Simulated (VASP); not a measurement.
# Al4Ni (P-6m2) in VASP: relaxation of cell and atoms with PBE

Aim: the relaxation of cell and atoms of Al4Ni with PBE.

Program: VASP 6.6.1. These are calculated values, not measurements. Logs are shortened: lines on timing, memory, paths and dates and some standing lists are left out, and cuts for length are marked.

### Step 1. The cell of the first run

Symmetry: P-6m2, No. 187, hexagonal system. The conventional cell has a = 2.817 Å, b = 2.817 Å, c = 21.740 Å, α = 90.00°, β = 90.00°, γ = 120.00°. Al (site symmetry 3m) has 3 Ni at 2.47 Å and 9 Al at 2.82 to 2.85 Å within 3.3 Å. Al (site symmetry 3m) has 12 Al at 2.82 to 2.92 Å within 3.7 Å. Al (site symmetry -6m2) has 6 Ni at 2.49 Å and 6 Al at 2.82 Å within 3.3 Å. Within 3.7 Å of Al (site symmetry 3m) lie 12 Al at 2.82 to 2.92 Å. Al (site symmetry -6m2) has 12 Al at 2.82 to 2.87 Å within 3.7 Å. Ni (site symmetry 3m) has 6 Al at 2.47 to 2.49 Å and 6 Ni at 2.82 Å within 3.3 Å.

### Step 2. Relaxation of cell and atoms, PBE

The input, INCAR:

```
PREC     = Accurate       # precision mode
ENCUT    = 600            # plane-wave cutoff, eV
EDIFF    = 1E-7           # SCF threshold, eV
ISMEAR   = 0              # smearing method
SIGMA    = 0.1            # smearing width, eV
LREAL    = False          # projectors in reciprocal space
LASPH    = True           # aspherical terms in the spheres
NELM     = 120            # most SCF steps
ALGO     = Normal         # electronic algorithm
ISIF     = 3              # what is computed and relaxed
LWAVE    = False          # write WAVECAR
LCHARG   = False          # write CHGCAR
GGA      = PE             # functional
IBRION   = 2              # ionic algorithm
NSW      = 100            # ionic steps
EDIFFG   = -0.01          # ionic threshold
GGA_COMPAT= False        
NELMIN   = 4
```

The input, KPOINTS:

```
regular mesh
0
Gamma
  18 18 2
```

The input, POSCAR:

```
Al4Ni
1.0
    2.8168375185      0.0000000000      0.0000000000
   -1.4084187593      2.4394528494      0.0000000000
    0.0000000000      0.0000000000     21.7399728014
Al Ni
8 2
Direct
    0.3333333333      0.6666666667      0.6720426137
    0.3333333333      0.6666666667      0.8910806174
    0.3333333333      0.6666666667      0.1089193826
    0.3333333333      0.6666666667      0.3279573863
    0.3333333333      0.6666666667      0.5000000000
    0.6666666667      0.3333333333      0.7796485097
    0.6666666667      0.3333333333      0.0000000000
    0.6666666667      0.3333333333      0.2203514903
    0.6666666667      0.3333333333      0.4132637157
    0.6666666667      0.3333333333      0.5867362843
```

Potentials or basis: VASP PAW PBE potentials, release 64 (Al, Ni).

On the command line:

```
cat potpaw_PBE.64/Al/POTCAR potpaw_PBE.64/Ni/POTCAR > POTCAR
mpirun -np 1 vasp_std > vasp.out
```

OUTCAR:

```text
PREC = Accurate
   ENCUT = 600
   EDIFF = 1E-7
   ISMEAR = 0
   LREAL = False
   LASPH = True
   NELM = 120
   ISIF = 3
   GGA = PE
   IBRION = 2
   NSW = 100
   EDIFFG = -0.01
   NELMIN = 4

 ion  position               nearest neighbor table
   1  0.333  0.667  0.672-  10 2.47  10 2.47  10 2.47   6 2.85   6 2.85   6 2.85
   2  0.333  0.667  0.891-   7 2.87   7 2.87   7 2.87   6 2.92   6 2.92   6 2.92
   3  0.333  0.667  0.109-   7 2.87   7 2.87   7 2.87   8 2.92   8 2.92   8 2.92
   4  0.333  0.667  0.328-   9 2.47   9 2.47   9 2.47   8 2.85   8 2.85   8 2.85
   5  0.333  0.667  0.500-   9 2.49  10 2.49   9 2.49  10 2.49   9 2.49  10 2.49
   6  0.667  0.333  0.780-   1 2.85   1 2.85   1 2.85   2 2.92   2 2.92   2 2.92
   7  0.667  0.333  0.000-   2 2.87   3 2.87   2 2.87   3 2.87   2 2.87   3 2.87
   8  0.667  0.333  0.220-   4 2.85   4 2.85   4 2.85   3 2.92   3 2.92   3 2.92
   9  0.667  0.333  0.413-   4 2.47   4 2.47   4 2.47   5 2.49   5 2.49   5 2.49
  10  0.667  0.333  0.587-   1 2.47   1 2.47   1 2.47   5 2.49   5 2.49   5 2.49

  LATTYP: Found a hexagonal cell.
 ALAT       =     2.8168375185
 C/A-ratio  =     7.7178653929

  Lattice vectors:

 A1 = (   2.8168375185,   0.0000000000,   0.0000000000)
 A2 = (  -1.4084187593,   2.4394528494,   0.0000000000)
 A3 = (   0.0000000000,   0.0000000000,  21.7399728014)

Analysis of symmetry for initial positions (statically):
=====================================================================
 Subroutine PRICEL returns:
 Original cell was already a primitive cell.

 Routine SETGRP: Setting up the symmetry group for a
 hexagonal supercell.

 Subroutine GETGRP returns: Found 12 space group operations
 (whereof 12 operations were pure point group operations)
 out of a pool of 24 trial point group operations.

The static configuration has the point symmetry D_3h.

Analysis of symmetry for dynamics (positions and initial velocities):
=====================================================================
 Subroutine PRICEL returns:
 Original cell was already a primitive cell.

 Routine SETGRP: Setting up the symmetry group for a
 hexagonal supercell.

 Subroutine GETGRP returns: Found 12 space group operations
 (whereof 12 operations were pure point group operations)
 out of a pool of 24 trial point group operations.

The dynamic configuration has the point symmetry D_3h.

 Subroutine INISYM returns: Found 12 space group operations
 (whereof 12 operations are pure point group operations),
 and found     1 'primitive' translations

[... 132 lines left out ...]
  Fermi-wavevector in a.u.,A,eV,Ry     =   1.089234  2.058354 16.142379  1.186431
  Thomas-Fermi vector in A             =   2.225433
   LORBIT       =      0    0 simple, 1 ext, 2 COOP (PROOUT), +10 PAW based schemes
   GGA     = PE    functional components
   LHFCALC =     F    Hartree Fock is set to
   AEXX    =    0.0000 exact exchange contribution
   IVDW    =     0    specifies the selected vdW correction
   LEPSILON=     F    determine dielectric tensor
   LRPA    =     F    only Hartree local field effects (RPA)
 conjugate gradient relaxation of ions
 non-spin polarized calculation
 Gauss-broadening in eV      SIGMA  =   0.10
  energy-cutoff  :      600.00
  volume of cell :      149.39
 maximum number of plane-waves:      5035
 NGX is ok and might be reduce to    24
   NGX = 11   NGY = 11   NGZ = 87

--------------------------------------- Ionic step        1  -------------------------------------------

 number of electron      44.0000015 magnetization

 Free energy of the ion-electron system (eV)
  ---------------------------------------------------
  ext. energy  EPLUGINS =         0.00000000
  ---------------------------------------------------
  free energy    TOTEN  =       -42.51875238 eV

  energy without entropy =      -42.49696453  energy(sigma->0) =      -42.50785846

------------------------ aborting loop because EDIFF is reached ----------------------------------------

  FORCE on cell =-STRESS in cart. coord.  units (eV):
  Direction    XX          YY          ZZ          XY          YZ          ZX
  --------------------------------------------------------------------------------------
  -------------------------------------------------------------------------------------
  Total        0.2712228      0.2712228      0.1261558     -0.0000000      0.0000000     -0.0000000
  in kB        2.9088650      2.9088650      1.3530216     -0.0000000      0.0000000     -0.0000000
  external PRESSURE =       2.3902506 kB  Pullay stress =       0.0000000 kB
[... 113 lines left out ...]
  FREE ENERGIE OF THE ION-ELECTRON SYSTEM (eV)
  ---------------------------------------------------
  free  energy   TOTEN  =       -42.5206503831 eV

  energy  without entropy=      -42.4987061749  energy(sigma->0) =      -42.50967828

[... ionic steps 4 to 9 ...]

--------------------------------------- Ionic step       10  -------------------------------------------

 number of electron      44.0000015 magnetization

------------------------ aborting loop because EDIFF is reached ----------------------------------------
[... 83 lines left out ...]
--------------------------------------- Ionic step       12  -------------------------------------------

 number of electron      44.0000015 magnetization

 Free energy of the ion-electron system (eV)
  ---------------------------------------------------
  ext. energy  EPLUGINS =         0.00000000
  ---------------------------------------------------
  free energy    TOTEN  =       -42.52176849 eV

  energy without entropy =      -42.50007370  energy(sigma->0) =      -42.51092109

 E-fermi :   8.4200     XC(G=0): -10.7255

 val. band max:        8.4169791978   @ k =   0.2778   0.2222   0.5000
 cond. band min:       8.4231582656   @ k =   0.3889   0.1667   0.0000
 fundamental gap:      0.0061790678
 Fermi energy:         8.4199685598

 k-point     1 :       0.0000    0.0000    0.0000
  band No.  band energies     occupation
      1      -2.6946      2.00000
      2      -2.4479      2.00000
      3      -2.1642      2.00000
      4      -1.3863      2.00000
      5      -1.3016      2.00000
      6      -0.0221      2.00000
[... 733 lines left out ...]
     27      10.1769      0.00000
     28      10.4041      0.00000

 [... further k-points ...]

------------------------ aborting loop because EDIFF is reached ----------------------------------------

  FORCE on cell =-STRESS in cart. coord.  units (eV):
  Direction    XX          YY          ZZ          XY          YZ          ZX
  --------------------------------------------------------------------------------------
  -------------------------------------------------------------------------------------
  Total       -0.0003701     -0.0003701      0.0129620      0.0000000      0.0000000      0.0000000
  in kB       -0.0039598     -0.0039598      0.1386993      0.0000000      0.0000000      0.0000000
  external PRESSURE =       0.0435932 kB  Pullay stress =       0.0000000 kB
[... 25 lines left out ...]
  FREE ENERGIE OF THE ION-ELECTRON SYSTEM (eV)
  ---------------------------------------------------
  free  energy   TOTEN  =       -42.5217684882 eV

  energy  without entropy=      -42.5000736984  energy(sigma->0) =      -42.51092109

 reached required accuracy - stopping structural energy minimisation
```

OSZICAR:

```text
N       E                     dE             d eps       ncg     rms          rms(c)
DAV:   1     0.210327901394E+03    0.21033E+03   -0.18729E+04  4144   0.162E+03
[... 124 lines left out ...]
DAV:   2    -0.425227607583E+02   -0.94488E-03   -0.53907E-03  6108   0.961E-01    0.267E-01
DAV:   3    -0.425218351466E+02    0.92561E-03   -0.52102E-03  5996   0.856E-01    0.276E-02
DAV:   4    -0.425217692309E+02    0.65916E-04   -0.34576E-04  5344   0.109E-01    0.142E-02
DAV:   5    -0.425217690474E+02    0.18345E-06   -0.18354E-05  4864   0.293E-02    0.913E-03
DAV:   6    -0.425217686553E+02    0.39208E-06   -0.12209E-06  5976   0.109E-02    0.550E-03
DAV:   7    -0.425217684601E+02    0.19527E-06   -0.32199E-07  3416   0.680E-03    0.126E-03
DAV:   8    -0.425217684882E+02   -0.28164E-07   -0.16936E-07  2952   0.315E-03
  12 F= -.42521768E+02 E0= -.42510921E+02  d E =-.295972E-04
```

It took 28 min on 1 thread of Intel Xeon 6975P-C (Granite Rapids), shared host; peak memory 0.57 GiB.

Results:

| Item | Value |
| --- | --- |
| Free energy | -42.5218 eV |
| Relaxed volume | 14.97 Å³/atom |
| Relaxed cell | a = 2.822 Å, b = 2.822 Å, c = 21.709 Å, α = 90.00°, β = 90.00°, γ = 120.00° |
| Space group after relaxing (to 0.1 Å) | P-6m2 (No. 187) |
| Energy gained by relaxing | 0.3 meV/atom |
| Ionic steps | 12 |
| Pressure after relaxing | 0.0 GPa |
| Largest force after relaxing | 0.008 eV/Å |
| Band gap on the k mesh | zero (bands 22 and 23 overlap by 2.62 eV) |

Forces in eV/Å, atoms in the order of the input:
```
Al   0.000  0.000  0.001
Al   0.000  0.000 -0.002
Al   0.000  0.000  0.002
Al   0.000  0.000 -0.001
Al   0.000  0.000  0.000
Al   0.000  0.000 -0.008
Al   0.000  0.000  0.000
Al   0.000  0.000  0.008
Ni   0.000  0.000 -0.007
Ni   0.000  0.000  0.007
```

The path:
```
step  energy change (eV)  largest force (eV/Å)  pressure (GPa)  volume (Å³)
   1              0.0000                0.1037            0.24       149.39
   2             -0.0017                0.0714           -0.09       149.87
   3             -0.0019                0.0449           -0.35       150.27
   4             -0.0020                0.0534           -0.27       150.14
   5             -0.0028                0.0219           -0.04       149.81
   6             -0.0028                0.0277           -0.02       149.75
   7             -0.0028                0.0293            0.01       149.74
   8             -0.0028                0.0284            0.03       149.74
   9             -0.0030                0.0139           -0.02       149.76
  10             -0.0030                0.0120           -0.04       149.77
  11             -0.0030                0.0122           -0.01       149.77
  12             -0.0030                0.0076            0.00       149.73
```

Final structure:
```
CELL_PARAMETERS angstrom
2.82205 0.00000 0.00000
-1.41102 2.44396 0.00000
0.00000 0.00000 21.70946
ATOMIC_POSITIONS crystal
Al 0.33333 0.66667 0.67193
Al 0.33333 0.66667 0.89026
Al 0.33333 0.66667 0.10974
Al 0.33333 0.66667 0.32807
Al 0.33333 0.66667 0.50000
Al 0.66667 0.33333 0.78006
Al 0.66667 0.33333 0.00000
Al 0.66667 0.33333 0.21994
Ni 0.66667 0.33333 0.41325
Ni 0.66667 0.33333 0.58675
```
